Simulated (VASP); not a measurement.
Set up this calculation in VASP 6.6.1, as the native input.

```
Task                   : single point
Functional             : PBE
Potentials or basis    : VASP PAW PBE potentials, release 64 (Ba_sv, Ti_sv, O)
Cutoff                 : 520 eV
k mesh                 : 7 × 7 × 3
Occupations            : gaussian, width 0.05 eV
Spin                   : no spin polarisation
Dipole correction      : no
Further INCAR settings : LREAL = Auto; ALGO = Normal; EDIFF = 1e-06; NBANDS = 73
```

The structure of BaTiO3 lies in POSCAR:

```
BaTiO3
1.0
    0.0000000000      2.8905577535     -2.9158992878
   -3.9723905816      0.0000000000      0.0000000000
    0.0000000000      9.7369524015      9.8037188631
Ba Ti O
3 3 9
Direct
    0.9857856627      0.0000000000      0.8207610207
    0.9876808441      0.0000000000      0.2264689466
    0.9867332534      0.0000000000      0.5236149837
    0.4719302270      0.5000000000      0.0827123839
    0.4709826363      0.5000000000      0.3798584210
    0.4700350456      0.5000000000      0.6770044580
    0.5124882495      1.0000000000      0.0706721375
    0.5115406587      1.0000000000      0.3678181746
    0.5105930680      1.0000000000      0.6649642116
    0.0234004037      0.5000000000      0.0724180568
    0.0224528129      0.5000000000      0.3695640938
    0.0215052222      0.5000000000      0.6667101309
    0.5061491726      0.5000000000      0.2160009982
    0.5052015819      0.5000000000      0.5131470353
    0.5042539912      0.5000000000      0.8102930724
```

This cell differs from its parent crystal: the distance across one plane changed.

These files were run (other wordings do the same):

INCAR

```
PREC     = Accurate       # precision mode
ENCUT    = 520            # plane-wave cutoff, eV
EDIFF    = 1E-6           # SCF threshold, eV
ISMEAR   = 0              # smearing method
SIGMA    = 0.05           # smearing width, eV
LREAL    = Auto         
LASPH    = True           # aspherical terms in the spheres
NELM     = 60             # most SCF steps
ALGO     = Normal         # electronic algorithm
ISIF     = 2              # what is computed and relaxed
LWAVE    = False          # write WAVECAR
LCHARG   = False          # write CHGCAR
GGA      = PE             # functional
NBANDS   = 73             # bands
```

KPOINTS

```
regular mesh
0
Gamma
  7 7 3
```

Potentials or basis: VASP PAW PBE potentials, release 64 (Ba_sv, Ti_sv, O).

The run is started by

```sh
$ cat potpaw_PBE.64/Ba_sv/POTCAR potpaw_PBE.64/Ti_sv/POTCAR potpaw_PBE.64/O/POTCAR > POTCAR
$ mpirun -np 1 vasp_std > vasp.out
```

Results of the run:

```json
{
 "Pressure": "-1.7 GPa",
 "Largest force": "1.062 eV/Å",
 "Band gap on the k mesh": "0.87 eV (least direct gap 1.65 eV)"
}
```

Caveat: the cell differs from its parent crystal (the distance across one plane changed); spin-orbit coupling is left out, which moves the levels of the heavy elements; an odd mesh through Γ misses points on the zone boundary, where band edges can lie; forces of over 1 eV/Å act on the atoms, so gaps and moduli don't describe the material at rest.

It took 12 min on 1 thread of Intel(R) Xeon(R) Platinum 8559C (Emerald Rapids), on a shared host, peak memory 0.58 GiB.
